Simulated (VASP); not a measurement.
# FeS2 (Pa-3) in VASP: single point with PBE

Aim: the single point of FeS2 with PBE.

Program: VASP 6.6.1. These are calculated values, not measurements. Logs are shortened: lines on timing, memory, paths and dates and some standing lists are left out, and cuts for length are marked.

**1. The cell of the first run**

The structure is cubic, space group Pa-3 (No. 205). The conventional cell has a = 5.418 Å, b = 5.418 Å, c = 5.418 Å, α = 90.00°, β = 90.00°, γ = 90.00°. Within 3.0 Å of Fe (site symmetry -3) lie 6 S at 2.26 Å. Within 2.9 Å of S (site symmetry 3) lie 1 S at 2.20 Å and 3 Fe at 2.26 Å.

**2. Single point, PBE, collinear spin, ferromagnetic start**

Input file INCAR:

```
SYSTEM = FeS2
PREC = Accurate
ENCUT = 600
EDIFF = 1E-6
ISMEAR = -1
SIGMA = 0.05
LREAL = .False.
LASPH = .True.
NELM = 200
ALGO = Normal
ISIF = 2
LWAVE = .False.
LCHARG = .False.
ISPIN = 2
MAGMOM = 3 3 3 3 0 0 0 0 0 0 0 0
LORBIT = 11
LMAXMIX = 4
GGA = PE
NBANDS = 56
GGA_COMPAT = .False.
KPAR = 4
```

Input file KPOINTS:

```
Automatic mesh
0
Gamma
  8 8 8
  0 0 0
```

Input file POSCAR:

```
FeS2
1.0
    5.4178000000      0.0000000000      0.0000000000
    0.0000000000      5.4178000000      0.0000000000
    0.0000000000      0.0000000000      5.4178000000
Fe S
4 8
Direct
    0.0000000000      0.0000000000      0.0000000000
    0.5000000000      0.0000000000      0.5000000000
    0.5000000000      0.5000000000      0.0000000000
    0.0000000000      0.5000000000      0.5000000000
    0.3828072761      0.3828072761      0.3828072761
    0.1171927239      0.6171927239      0.8828072761
    0.8828072761      0.1171927239      0.6171927239
    0.6171927239      0.8828072761      0.1171927239
    0.6171927239      0.6171927239      0.6171927239
    0.8828072761      0.3828072761      0.1171927239
    0.1171927239      0.8828072761      0.3828072761
    0.3828072761      0.1171927239      0.8828072761
```

Potentials or basis: VASP PAW PBE potentials, release 64 (Fe, S).

Command:

```bash
$ cat potpaw_PBE.64/Fe/POTCAR potpaw_PBE.64/S/POTCAR > POTCAR
$ mpirun -np 4 vasp_std > vasp.out
```

OUTCAR:

```text
SYSTEM = FeS2
   PREC = Accurate
   ENCUT = 600
   EDIFF = 1E-6
   ISMEAR = -1
   LREAL = .False.
   LASPH = .True.
   NELM = 200
   ISIF = 2
   ISPIN = 2
   LORBIT = 11
   GGA = PE

 ion  position               nearest neighbor table
   1  0.000  0.000  0.000-   6 2.26   8 2.26  10 2.26  12 2.26  11 2.26   7 2.26
   2  0.500  0.000  0.500-   5 2.26   7 2.26   9 2.26  11 2.26   8 2.26  12 2.26
   3  0.500  0.500  0.000-   6 2.26   8 2.26  10 2.26  12 2.26   5 2.26   9 2.26
   4  0.000  0.500  0.500-   5 2.26   7 2.26   9 2.26  11 2.26  10 2.26   6 2.26
   5  0.383  0.383  0.383-   9 2.20   4 2.26   2 2.26   3 2.26
   6  0.117  0.617  0.883-  10 2.20   3 2.26   1 2.26   4 2.26
   7  0.883  0.117  0.617-  11 2.20   4 2.26   2 2.26   1 2.26
   8  0.617  0.883  0.117-  12 2.20   3 2.26   1 2.26   2 2.26
   9  0.617  0.617  0.617-   5 2.20   4 2.26   2 2.26   3 2.26
  10  0.883  0.383  0.117-   6 2.20   3 2.26   1 2.26   4 2.26
  11  0.117  0.883  0.383-   7 2.20   4 2.26   2 2.26   1 2.26
  12  0.383  0.117  0.883-   8 2.20   3 2.26   1 2.26   2 2.26

  LATTYP: Found a simple cubic cell.
 ALAT       =     5.4178000000

  Lattice vectors:

 A1 = (   5.4178000000,   0.0000000000,   0.0000000000)
 A2 = (   0.0000000000,   5.4178000000,   0.0000000000)
 A3 = (   0.0000000000,   0.0000000000,   5.4178000000)

Analysis of symmetry for initial positions (statically):
=====================================================================
 Subroutine PRICEL returns:
 Original cell was already a primitive cell.

 Routine SETGRP: Setting up the symmetry group for a
 simple cubic supercell.

 Subroutine GETGRP returns: Found 24 space group operations
 (whereof  6 operations were pure point group operations)
 out of a pool of 48 trial point group operations.

The static configuration has the point symmetry S_6 .
 The point group associated with its full space group is T_h .

Analysis of symmetry for dynamics (positions and initial velocities):
=====================================================================
 Subroutine PRICEL returns:
 Original cell was already a primitive cell.

 Routine SETGRP: Setting up the symmetry group for a
 simple cubic supercell.

 Subroutine GETGRP returns: Found 24 space group operations
 (whereof  6 operations were pure point group operations)
 out of a pool of 48 trial point group operations.

The dynamic configuration has the point symmetry S_6 .
 The point group associated with its full space group is T_h .

Analysis of structural, dynamic, and magnetic symmetry:
=====================================================================
 Subroutine PRICEL returns:
 Original cell was already a primitive cell.

[... 1504 lines left out ...]
     51      11.1366      0.00000
     52      11.3153      0.00000

 [... further k-points ...]

 spin component 2

 k-point     1 :       0.0000    0.0000    0.0000
  band No.  band energies     occupation
      1      -8.9167      1.00000
      2      -6.7151      1.00000
      3      -6.7151      1.00000
      4      -6.7151      1.00000
      5      -4.5338      1.00000
      6      -4.5338      1.00000
[... 1309 lines left out ...]
     51      11.1367      0.00000
     52      11.3154      0.00000

 [... further k-points ...]

 [bands above 52 left out]

------------------------ aborting loop because EDIFF is reached ----------------------------------------

  FORCE on cell =-STRESS in cart. coord.  units (eV):
  Direction    XX          YY          ZZ          XY          YZ          ZX
  --------------------------------------------------------------------------------------
  -------------------------------------------------------------------------------------
  Total       -1.0812474     -1.0812474     -1.0812474     -0.0000000      0.0000000      0.0000000
  in kB      -10.8934828    -10.8934828    -10.8934828     -0.0000000      0.0000000      0.0000000
  external PRESSURE =     -10.8934828 kB  Pullay stress =       0.0000000 kB

 VOLUME and BASIS-vectors are now :
 -----------------------------------------------------------------------------
  energy-cutoff  :      600.00
  volume of cell :      159.03
      direct lattice vectors                 reciprocal lattice vectors
     5.417800000  0.000000000  0.000000000     0.184576765  0.000000000  0.000000000
     0.000000000  5.417800000  0.000000000     0.000000000  0.184576765  0.000000000
     0.000000000  0.000000000  5.417800000     0.000000000  0.000000000  0.184576765

 POSITION                                       TOTAL-FORCE (eV/Angst)
 -----------------------------------------------------------------------------------
      0.00000      0.00000      0.00000        -0.000000      0.000000     -0.000000
      2.70890      0.00000      2.70890        -0.000000      0.000000     -0.000000
      2.70890      2.70890      0.00000        -0.000000      0.000000     -0.000000
      0.00000      2.70890      2.70890        -0.000000      0.000000     -0.000000
      2.07397      2.07397      2.07397         0.039107      0.039107      0.039107
      0.63493      3.34383      4.78287        -0.039107     -0.039107      0.039107
      4.78287      0.63493      3.34383         0.039107     -0.039107     -0.039107
      3.34383      4.78287      0.63493        -0.039107      0.039107     -0.039107
      3.34383      3.34383      3.34383        -0.039107     -0.039107     -0.039107
      4.78287      2.07397      0.63493         0.039107      0.039107     -0.039107
      0.63493      4.78287      2.07397        -0.039107      0.039107      0.039107
      2.07397      0.63493      4.78287         0.039107     -0.039107      0.039107
 -----------------------------------------------------------------------------------
    total drift:                               -0.000000      0.000000      0.000000

  FREE ENERGIE OF THE ION-ELECTRON SYSTEM (eV)
  ---------------------------------------------------
  free  energy   TOTEN  =       -72.1157220380 eV

  energy  without entropy=      -72.1151534328  energy(sigma->0) =      -72.11543774

 total charge

# of ion       s       p       d       tot
------------------------------------------
    1        0.424   0.629   6.490   7.543
    2        0.424   0.629   6.490   7.543
    3        0.424   0.629   6.490   7.543
    4        0.424   0.629   6.490   7.543
    5        1.349   2.291   0.000   3.639
    6        1.349   2.291   0.000   3.639
    7        1.349   2.291   0.000   3.639
    8        1.349   2.291   0.000   3.639
    9        1.349   2.291   0.000   3.639
   10        1.349   2.291   0.000   3.639
   11        1.349   2.291   0.000   3.639
   12        1.349   2.291   0.000   3.639
--------------------------------------------------
tot         12.488  20.842  25.958  59.288

 magnetization (x)

# of ion       s       p       d       tot
------------------------------------------
    1        0.000   0.000   0.000   0.000
    2        0.000   0.000   0.000   0.000
    3        0.000   0.000   0.000   0.000
    4        0.000   0.000   0.000   0.000
    5       -0.000  -0.000   0.000  -0.000
    6       -0.000  -0.000   0.000  -0.000
    7       -0.000  -0.000   0.000  -0.000
    8       -0.000  -0.000   0.000  -0.000
    9       -0.000  -0.000   0.000  -0.000
   10       -0.000  -0.000   0.000  -0.000
   11       -0.000  -0.000   0.000  -0.000
   12       -0.000  -0.000   0.000  -0.000
--------------------------------------------------
tot         -0.000  -0.000   0.000   0.000
```

stdout:

```text
POSCAR found type information on POSCAR FeS
 POSCAR found :  2 types and      12 ions
 scaLAPACK will be used
 LDA part: xc-table for (Slater+PW92), standard interpolation
 POSCAR, INCAR and KPOINTS ok, starting setup
 FFT: planning ... GRIDC
 FFT: planning ... GRID_SOFT
 FFT: planning ... GRID
 WAVECAR not read
 entering main loop
```

Wall time 4 min (4 MPI ranks of Intel Xeon Platinum 8559C (Emerald Rapids), shared host); peak memory 0.84 GiB.

Results:

* Free energy: -72.1157 eV
* Pressure: -1.1 GPa
* Largest force: 0.068 eV/Å
* Band gap on the k mesh: 0.44 eV, indirect (least direct gap 0.48 eV)
* Net moment: 0.00 μB per cell
* Valence electrons inside the program's atomic spheres: Fe 7.54; S 3.64

Forces on the atoms (eV/Å):
```
Fe   0.000  0.000  0.000
Fe   0.000  0.000  0.000
Fe   0.000  0.000  0.000
Fe   0.000  0.000  0.000
S    0.039  0.039  0.039
S   -0.039 -0.039  0.039
S    0.039 -0.039 -0.039
S   -0.039  0.039 -0.039
S   -0.039 -0.039 -0.039
S    0.039  0.039 -0.039
S   -0.039  0.039  0.039
S    0.039 -0.039  0.039
```

Levels at points of the mesh, in eV from the valence-band top:
Spin up:
```csv
k point,band 37,band 38,band 39,band 40,band 41,band 42,band 43,band 44
"(0.00, 0.00, 0.00)",-0.27,-0.27,-0.27,-0.04,0.44,1.50,1.50,1.50
"(0.50, 0.00, 0.00)",-0.13,-0.13,0.00,0.00,1.55,1.55,1.65,1.65
"(0.50, 0.50, 0.00)",-0.13,-0.13,-0.13,-0.13,1.81,1.81,1.81,1.81
"(0.50, 0.50, 0.50)",-0.35,-0.35,-0.35,-0.35,1.44,1.44,1.44,1.44
```
Spin down:
| k point | band 38 | band 39 | band 40 | band 41 | band 42 | band 43 |
| --- | --- | --- | --- | --- | --- | --- |
| (0.00, 0.00, 0.00) | -0.27 | -0.27 | -0.04 | 0.44 | 1.51 | 1.51 |
| (0.50, 0.00, 0.00) | -0.13 | 0.00 | 0.00 | 1.55 | 1.55 | 1.65 |
| (0.50, 0.50, 0.00) | -0.13 | -0.13 | -0.13 | 1.81 | 1.81 | 1.81 |
| (0.50, 0.50, 0.50) | -0.35 | -0.35 | -0.35 | 1.44 | 1.44 | 1.44 |

Caveat: the starting moments collapsed, and a magnetic state may lie lower. As with any semilocal functional, this PBE gap is likely too small.
